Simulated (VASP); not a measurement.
Write the native input for VASP 6.6.1 that does the following.

| Quantity | Value |
| --- | --- |
| Task | single point |
| Functional | r2SCAN |
| Potentials or basis | VASP PAW PBE potentials, release 64 (Re, P) |
| Cutoff | 660 eV |
| k mesh | 12 × 12 × 12 |
| Occupations | gaussian, width 0.05 eV |
| Spin | no spin polarisation |
| Dipole correction | no |
| Further INCAR settings | ALGO = Normal; EDIFF = 1e-06; NBANDS = 13 |

Crystal: ReP.

```
Re P
1.0
     0.00000    2.45680    2.45680
     2.45680    0.00000    2.45680
     2.45680    2.45680    0.00000
Re P
1 1
Direct
  0.50000 0.50000 0.50000
  0.00000 0.00000 0.00000
```

The input as run:

POSCAR

```
ReP
1.0
    0.0000000000      2.4567972647      2.4567972647
    2.4567972647      0.0000000000      2.4567972647
    2.4567972647      2.4567972647      0.0000000000
Re P
1 1
Direct
    0.5000000000      0.5000000000      0.5000000000
    0.0000000000      0.0000000000      0.0000000000
```

INCAR.step1

```
PREC     = Accurate       # precision mode
ENCUT    = 660            # plane-wave cutoff, eV
ISMEAR   = 0              # smearing method
SIGMA    = 0.05           # smearing width, eV
LREAL    = False          # projectors in reciprocal space
LASPH    = True           # aspherical terms in the spheres
NELM     = 120            # most SCF steps
NBANDS   = 13             # bands
GGA      = PE             # functional
ALGO     = Normal         # electronic algorithm
EDIFF    = 1E-5           # SCF threshold, eV
LWAVE    = True           # write WAVECAR
LCHARG   = False          # write CHGCAR
GGA_COMPAT= False
```

INCAR.step2

```
PREC     = Accurate       # precision mode
ENCUT    = 660            # plane-wave cutoff, eV
EDIFF    = 1E-6           # SCF threshold, eV
ISMEAR   = 0              # smearing method
SIGMA    = 0.05           # smearing width, eV
LREAL    = False          # projectors in reciprocal space
LASPH    = True           # aspherical terms in the spheres
NELM     = 120            # most SCF steps
ALGO     = Normal         # electronic algorithm
ISIF     = 2              # what is computed and relaxed
LWAVE    = False          # write WAVECAR
LCHARG   = False          # write CHGCAR
METAGGA  = R2SCAN         # meta-GGA
LMIXTAU  = True         
NBANDS   = 13             # bands
ISTART   = 1            
GGA_COMPAT= False
```

KPOINTS

```
Automatic mesh
0
Gamma
  12 12 12
```

Potentials or basis: VASP PAW PBE potentials, release 64 (Re, P).

Command:

```console
$ cat potpaw_PBE.64/Re/POTCAR potpaw_PBE.64/P/POTCAR > POTCAR
$ cp INCAR.step1 INCAR
$ mpirun -np 1 vasp_std > vasp.out
$ cp INCAR.step2 INCAR
$ mpirun -np 1 vasp_std > vasp.out
```

Results of the run:

```json
{
  "Pressure": "-1.9 GPa",
  "Band gap on the k mesh": "zero (bands 6 and 7 overlap by 0.80 eV)"
}
```

Caveat: the PAW data sets were made with another functional, which shifts forces and pressure a little; spin-orbit coupling is left out, which moves the levels of the heavy elements.

Wall time 7.9 min on 1 thread of Intel Xeon 8259CL, with other jobs on the host, peak memory 0.17 GiB.
